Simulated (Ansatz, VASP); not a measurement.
MgS in VASP and in Ansatz

```
Mg S
1.0
     0.00000    2.74813    2.87562
     2.74813    0.00000    2.87562
     2.74813    2.74813    0.00000
Mg S
1 1
Direct
  0.00000 0.00000 0.00000
  0.75000 0.75000 0.75000
```

Change from the starting cell: strain -0.030 along x and y, +0.015 along z, atoms carried along.

Alike in both runs: task single point; functional LDA; k mesh 8 × 8 × 8; occupations gaussian, width 0.05 eV; no spin polarisation.

```csv
,VASP,Ansatz
version,VASP 6.6.1,Ansatz 0.2.0
potentials or method,"VASP PAW LDA potentials, release 64 (Mg, S), cutoff 520 eV","scalar-relativistic, plane waves, PAW"
valence electrons in the cell,8,16
```

|  | VASP | Ansatz | Ansatz less VASP |
| --- | --- | --- | --- |
| gap on the k mesh at the Fermi level (eV) | 3.36 | 3.35 | -0.012 |
| least direct gap on the mesh (eV) | 3.36 | 3.35 | -0.012 |
| pressure (GPa) | 0.1 | 0.4 | +0.34 |
| traceless stress, the component that is largest in VASP (GPa) | -0.68 | -0.70 | -0.015 |

LDA's correlation is that of Perdew and Zunger in VASP and of Perdew and Wang (1992) in Ansatz. VASP's potentials hold 8 valence electrons a cell and Ansatz's 16, so a difference there can come from the potentials and not from the codes.
